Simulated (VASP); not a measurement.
## H2: single point with PBEsol

H2, in a box:

```
CELL_PARAMETERS angstrom
9.00000 0.00000 0.00000
0.00000 9.50000 0.00000
0.00000 0.00000 10.00000
ATOMIC_POSITIONS crystal
H 0.50000 0.50000 0.46216
H 0.50000 0.50000 0.53784
```

* Program: VASP 6.6.1
* Task: single point
* Functional: PBEsol
* Potentials or basis: VASP PAW PBE potentials, release 64 (H)
* Cutoff: 400 eV
* k mesh: 1 × 1 × 1
* Occupations: methfessel-paxton, width 0.05 eV
* Spin: no spin polarisation
* Dipole correction: no
* Further INCAR settings: ALGO = Normal; EDIFF = 1e-06; NBANDS = 8; NELMDL = -8

```
Largest force                   : 0.077 eV/Å
Gap between the frontier levels : 9.94 eV
```

Forces on the atoms (eV/Å):
```
H    0.000  0.000 -0.077
H    0.000  0.000  0.077
```

Levels at points of the mesh, in eV from the valence-band top:
| k point | band 1 | band 2 | band 3 | band 4 | band 5 |
| --- | --- | --- | --- | --- | --- |
| (0.00, 0.00, 0.00) | 0.00 | 9.94 | 10.54 | 11.18 | 11.32 |

It took 37 s on 1 thread of Intel Xeon 8259CL (shared host), peak memory 0.51 GiB.

Caveat: the PAW data sets were made with another functional, which shifts forces and pressure a little.
